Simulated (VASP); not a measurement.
# Sn in VASP: single point with PBE

Aim: the single point of Sn with PBE.

Program: VASP 6.6.1. These are calculated values, not measurements. Logs are shortened: lines on timing, memory, paths and dates and some standing lists are left out, and cuts for length are marked.

## (1) The cell of the first run

The cell holds a slab with vacuum, 6 atoms: a = 4.590 Å, b = 4.590 Å, c = 23.432 Å, α = 90.00°, β = 90.00°, γ = 120.00°.

## (2) Single point, PBE

The input, INCAR:

```
  PREC = Accurate
  ENCUT = 400
  EDIFF = 1E-6
  ISMEAR = -1
  SIGMA = 0.05
  LREAL = False
  LASPH = True
  NELM = 120
  ALGO = Normal
  ISIF = 2
  LWAVE = False
  LCHARG = False
  LDIPOL = True
  IDIPOL = 3
  DIPOL = 0.5 0.5 0.500
  GGA = PE
  NBANDS = 51
  GGA_COMPAT = False
  NELMDL = -8
```

The input, KPOINTS:

```
Automatic mesh
0
Gamma
  7 7 1
```

The input, POSCAR:

```
Sn
1.0
    4.5899715380      0.0000000000      0.0000000000
   -2.2949857690      3.9750319546      0.0000000000
    0.0000000000      0.0000000000     23.4323161516
Sn
6
Direct
    0.3333333333      0.6666666667      0.3200707925
    0.0000000000      0.0000000000      0.3600550608
    0.0000000000      0.0000000000      0.4800078658
    0.6666666667      0.3333333333      0.5199921342
    0.6666666667      0.3333333333      0.6399449392
    0.3333333333      0.6666666667      0.6799292075
```

Potentials or basis: VASP PAW PBE potentials, release 64 (Sn_d).

Launch:

```bash
cat potpaw_PBE.64/Sn_d/POTCAR > POTCAR
mpirun -np 1 vasp_std > vasp.out
```

OUTCAR:

```text
PREC = Accurate
   ENCUT = 400
   EDIFF = 1E-6
   ISMEAR = -1
   LREAL = False
   LASPH = True
   NELM = 120
   ISIF = 2
   GGA = PE
   NELMDL = -8

 ion  position               nearest neighbor table
   1  0.333  0.667  0.320-   2 2.81   2 2.81   2 2.81
   2  0.000  0.000  0.360-   1 2.81   3 2.81   1 2.81   1 2.81
   3  0.000  0.000  0.480-   2 2.81   4 2.81   4 2.81   4 2.81
   4  0.667  0.333  0.520-   5 2.81   3 2.81   3 2.81   3 2.81
   5  0.667  0.333  0.640-   6 2.81   6 2.81   4 2.81   6 2.81
   6  0.333  0.667  0.680-   5 2.81   5 2.81   5 2.81

  LATTYP: Found a hexagonal cell.
 ALAT       =     4.5899715380
 C/A-ratio  =     5.1051114277

  Lattice vectors:

 A1 = (   4.5899715380,   0.0000000000,   0.0000000000)
 A2 = (  -2.2949857690,   3.9750319546,   0.0000000000)
 A3 = (   0.0000000000,   0.0000000000,  23.4323161516)

Analysis of symmetry for initial positions (statically):
=====================================================================
 Subroutine PRICEL returns:
 Original cell was already a primitive cell.

 Routine SETGRP: Setting up the symmetry group for a
 hexagonal supercell.

 Subroutine GETGRP returns: Found 12 space group operations
 (whereof  6 operations were pure point group operations)
 out of a pool of 24 trial point group operations.

The static configuration has the point symmetry C_3v.
 The point group associated with its full space group is D_3d.

Analysis of symmetry for dynamics (positions and initial velocities):
=====================================================================
 Subroutine PRICEL returns:
 Original cell was already a primitive cell.

 Routine SETGRP: Setting up the symmetry group for a
 hexagonal supercell.

 Subroutine GETGRP returns: Found 12 space group operations
 (whereof  6 operations were pure point group operations)
 out of a pool of 24 trial point group operations.

The dynamic configuration has the point symmetry C_3v.
 The point group associated with its full space group is D_3d.

 Subroutine INISYM returns: Found 12 space group operations
 (whereof  6 operations are pure point group operations),
 and found     1 'primitive' translations

----------------------------------------------------------------------------------------

                                     Primitive cell

  volume of cell :     427.5293

  direct lattice vectors                    reciprocal lattice vectors
     4.589971538  0.000000000  0.000000000     0.217866275  0.125785152  0.000000000
    -2.294985769  3.975031955  0.000000000     0.000000000  0.251570305  0.000000000
     0.000000000  0.000000000 23.432316152     0.000000000  0.000000000  0.042676106

  length of vectors
     4.589971538  4.589971538 23.432316152     0.251570305  0.251570305  0.042676106

  position of ions in fractional coordinates (direct lattice)
     0.333333333  0.666666667  0.320070792
     0.000000000  0.000000000  0.360055061
     0.000000000  0.000000000  0.480007866
     0.666666667  0.333333333  0.519992134
     0.666666667  0.333333333  0.639944939
     0.333333333  0.666666667  0.679929208

  ion indices of the primitive-cell ions
   primitive index   ion index
                 1           1
                 2           2
                 3           3
                 4           4
                 5           5
                 6           6

----------------------------------------------------------------------------------------

 KPOINTS: Automatic mesh

Automatic generation of k-mesh.
 Grid dimensions read from file:
 generate k-points for:    7    7    1

 Generating k-lattice:

  Cartesian coordinates                     Fractional coordinates (reciprocal lattice)
     0.031123754  0.017969307  0.000000000     0.142857143  0.000000000  0.000000000
     0.000000000  0.035938615  0.000000000     0.000000000  0.142857143  0.000000000
     0.000000000  0.000000000  0.042676106     0.000000000  0.000000000  1.000000000

  Length of vectors
     0.035938615  0.035938615  0.042676106

  Shift w.r.t. Gamma in fractional coordinates (k-lattice)
     0.000000000  0.000000000  0.000000000

 Subroutine IBZKPT returns following result:
 ===========================================

 Found      8 irreducible k-points:

 Following reciprocal coordinates:
            Coordinates               Weight
  0.000000  0.000000  0.000000      1.000000
  0.142857  0.000000  0.000000      6.000000
  0.285714  0.000000  0.000000      6.000000
  0.428571  0.000000  0.000000      6.000000
  0.142857  0.142857  0.000000      6.000000
  0.285714  0.142857  0.000000     12.000000
  0.428571  0.142857  0.000000      6.000000
  0.285714  0.285714  0.000000      6.000000
   k-points           NKPTS =      8   k-points in BZ     NKDIM =      8   number of bands    NBANDS=     51
   number of dos      NEDOS =    301   number of ions     NIONS =      6
   total plane-waves  NPLWV = 144000
   dimension x,y,z NGX =    30 NGY =   30 NGZ =  160
   dimension x,y,z NGXF=    60 NGYF=   60 NGZF=  320
   ions per type =               6
   NGX,Y,Z   is equivalent  to a cutoff of  10.87, 10.87, 11.35 a.u.
   NGXF,Y,Z  is equivalent  to a cutoff of  21.73, 21.73, 22.70 a.u.
 SYSTEM =  unknown system
   PREC   = accura    normal or accurate (medium, high low for compatibility)
   ISTART =      0    job   : 0-new  1-cont  2-samecut
   ICHARG =      2    charge: 1-file 2-atom 10-const
   ISPIN  =      1    spin polarized calculation?
   LNONCOLLINEAR =      F non collinear calculations
   LSORBIT =      F    spin-orbit coupling
   LASPH  =      T    aspherical Exc in radial PAW
   ENCUT  =  400.0 eV  29.40 Ry    5.42 a.u.   7.49  7.49 38.21*2*pi/ulx,y,z
   NELM   =    120;   NELMIN=  2; NELMDL= -8     # of ELM steps
   EDIFF  = 0.1E-05   stopping-criterion for ELM
   LREAL  =      F    real-space projection
   EDIFFG = 0.1E-04   stopping-criterion for IOM
   NSW    =      0    number of steps for IOM
   IBRION =     -1    ionic relax: 0-MD 1-quasi-New 2-CG
   NFREE  =      0    steps in history (QN), initial steepest desc. (CG)
   ISIF   =      2    stress and relaxation
   ISYM   =      2    0-nonsym 1-usesym 2-fastsym
   POTIM  = 0.5000    time-step for ionic-motion
   TEBEG  =    0.0;   TEEND  =   0.0 temperature during run
   PSTRESS=    0.0 pullay stress
   NELECT =      84.0000    total number of electrons
   NUPDOWN=      -1.0000    fix difference up-down
   EMIN   =  10.00;   EMAX   =-10.00  energy-range for DOS
   EFERMI =   0.00;   METHOD = LEGACY
   ISMEAR =    -1;   SIGMA  =   0.05  broadening in eV -4-tet -1-fermi 0-gaus
   EFERMI_NEDOS =   21; number of points for ismear=-14 and -15
   IALGO  =     38    algorithm
   IMIX   =      4    mixing-type and parameters
     AMIX     =   0.40;   BMIX     =  1.00
     AMIX_MAG =   1.60;   BMIX_MAG =  1.00
  volume/ion in A,a.u.               =      71.25       480.85
  Fermi-wavevector in a.u.,A,eV,Ry     =   0.951728  1.798504 12.323958  0.905785
  Thomas-Fermi vector in A             =   2.080225
   LORBIT       =      0    0 simple, 1 ext, 2 COOP (PROOUT), +10 PAW based schemes
   GGA     = PE    functional components
   LHFCALC =     F    Hartree Fock is set to
   AEXX    =    0.0000 exact exchange contribution
   IVDW    =     0    specifies the selected vdW correction
   LEPSILON=     F    determine dielectric tensor
   LRPA    =     F    only Hartree local field effects (RPA)
 non-spin polarized calculation
  energy-cutoff  :      400.00
  volume of cell :      427.53
 maximum number of plane-waves:      7811
 NGX is ok and might be reduce to    30
   NGX = 15   NGY = 15   NGZ = 77

 dipolmoment           0.000000      0.000000     -0.000000 electrons x Angstroem

 number of electron      84.0000028 magnetization

 dipolmoment           0.000000      0.000000      0.000000 electrons x Angstroem

 Free energy of the ion-electron system (eV)
  ---------------------------------------------------
  ext. energy  EPLUGINS =         0.00000000
  ---------------------------------------------------
  free energy    TOTEN  =       -21.44852116 eV

  energy without entropy =      -21.41428249  energy(sigma->0) =      -21.43140183

 E-fermi :   0.2749     XC(G=0):  -4.8404

 val. band max:        0.1869434971   @ k =   0.1429   0.0000   0.0000
 cond. band min:       0.2780122985   @ k =   0.4286   0.1429   0.0000
 fundamental gap:      0.0910688014
 Fermi energy:         0.2749390924

 k-point     1 :       0.0000    0.0000    0.0000
  band No.  band energies     occupation
      1     -21.2367      2.00000
      2     -21.2367      2.00000
      3     -21.1913      2.00000
      4     -21.1731      2.00000
      5     -21.1413      2.00000
      6     -21.1413      2.00000
[... 43 lines left out ...]
     50       3.6851      0.00000
     51       3.8206      0.00000

 k-point     2 :       0.1429    0.0000    0.0000
  band No.  band energies     occupation
      1     -21.2497      2.00000
      2     -21.2425      2.00000
      3     -21.2018      2.00000
      4     -21.1594      2.00000
      5     -21.1296      2.00000
      6     -21.1245      2.00000
[... 43 lines left out ...]
     50       3.8408      0.00000
     51       4.2137      0.00000

 k-point     3 :       0.2857    0.0000    0.0000
  band No.  band energies     occupation
      1     -21.2608      2.00000
      2     -21.2508      2.00000
      3     -21.2209      2.00000
      4     -21.1438      2.00000
      5     -21.1097      2.00000
      6     -21.0920      2.00000
[... 43 lines left out ...]
     50       4.5822      0.00000
     51       4.8999      0.00000

 k-point     4 :       0.4286    0.0000    0.0000
  band No.  band energies     occupation
      1     -21.2580      2.00000
      2     -21.2546      2.00000
      3     -21.2385      2.00000
      4     -21.1280      2.00000
      5     -21.0990      2.00000
      6     -21.0814      2.00000
[... 43 lines left out ...]
     50       4.9267      0.00000
     51       5.5441      0.00000

 k-point     5 :       0.1429    0.1429    0.0000
  band No.  band energies     occupation
      1     -21.2575      2.00000
      2     -21.2534      2.00000
      3     -21.2147      2.00000
      4     -21.1454      2.00000
      5     -21.1089      2.00000
      6     -21.1054      2.00000
[... 43 lines left out ...]
     50       4.4822      0.00000
     51       4.5856      0.00000

 k-point     6 :       0.2857    0.1429    0.0000
  band No.  band energies     occupation
      1     -21.2643      2.00000
      2     -21.2578      2.00000
      3     -21.2327      2.00000
      4     -21.1206      2.00000
      5     -21.0979      2.00000
      6     -21.0903      2.00000
[... 43 lines left out ...]
     50       4.7361      0.00000
     51       5.1138      0.00000

 k-point     7 :       0.4286    0.1429    0.0000
  band No.  band energies     occupation
      1     -21.2669      2.00000
      2     -21.2540      2.00000
      3     -21.2443      2.00000
      4     -21.1002      2.00000
      5     -21.0972      2.00000
      6     -21.0928      2.00000
[... 43 lines left out ...]
     50       4.4821      0.00000
     51       5.5873      0.00000

 k-point     8 :       0.2857    0.2857    0.0000
  band No.  band energies     occupation
      1     -21.2760      2.00000
      2     -21.2542      2.00000
      3     -21.2453      2.00000
      4     -21.1034      2.00000
      5     -21.1021      2.00000
      6     -21.0760      2.00000
[... 43 lines left out ...]
     50       4.8584      0.00000
     51       5.0884      0.00000

------------------------ aborting loop because EDIFF is reached ----------------------------------------

 vacuum level on the upper side and lower side of the slab       (xc-potential included)        -0.193        -0.193

  FORCE on cell =-STRESS in cart. coord.  units (eV):
  Direction    XX          YY          ZZ          XY          YZ          ZX
  --------------------------------------------------------------------------------------
  -------------------------------------------------------------------------------------
  Total        3.6751032      3.6751032      4.1608053      0.0000000      0.0000000      0.0000000
  in kB       13.7725476     13.7725476     15.5927295      0.0000000      0.0000000      0.0000000
  external PRESSURE =      14.3792749 kB  Pullay stress =       0.0000000 kB

 VOLUME and BASIS-vectors are now :
 -----------------------------------------------------------------------------
  energy-cutoff  :      400.00
  volume of cell :      427.53
      direct lattice vectors                 reciprocal lattice vectors
     4.589971538  0.000000000  0.000000000     0.217866275  0.125785152  0.000000000
    -2.294985769  3.975031955  0.000000000     0.000000000  0.251570305  0.000000000
     0.000000000  0.000000000 23.432316152     0.000000000  0.000000000  0.042676106

 POSITION                                       TOTAL-FORCE (eV/Angst)
 -----------------------------------------------------------------------------------
     -0.00000      2.65002      7.50000         0.000000      0.000000     -0.307459
      0.00000      0.00000      8.43692        -0.000000     -0.000000     -0.279193
      0.00000      0.00000     11.24770        -0.000000      0.000000      0.188660
      2.29499      1.32501     12.18462         0.000000      0.000000     -0.188660
      2.29499      1.32501     14.99539        -0.000000      0.000000      0.279193
     -0.00000      2.65002     15.93232        -0.000000      0.000000      0.307459
 -----------------------------------------------------------------------------------
    total drift:                               -0.000000      0.000000      0.000000

  FREE ENERGIE OF THE ION-ELECTRON SYSTEM (eV)
  ---------------------------------------------------
  free  energy   TOTEN  =       -21.4485211647 eV

  energy  without entropy=      -21.4142824878  energy(sigma->0) =      -21.43140183

 vacuum level on the upper side and lower side of the slab         4.497         4.497
```

Wall time 6.1 min (1 thread of AMD EPYC 7R13, shared host); peak memory 0.36 GiB.

What came out:

| Property | Result |
| --- | --- |
| Free energy | -21.4485 eV |
| Largest force | 0.307 eV/Å |
| Band gap on the k mesh | zero (band 42 reaches 0.49 eV, above the bottom of band 43 at 0.28 eV) |

Forces on the atoms (eV/Å):
```
Sn   0.000  0.000 -0.307
Sn   0.000  0.000 -0.279
Sn   0.000  0.000  0.189
Sn   0.000  0.000 -0.189
Sn   0.000  0.000  0.279
Sn   0.000  0.000  0.307
```

Caveat: spin-orbit coupling is left out, which moves the levels of the heavy elements.
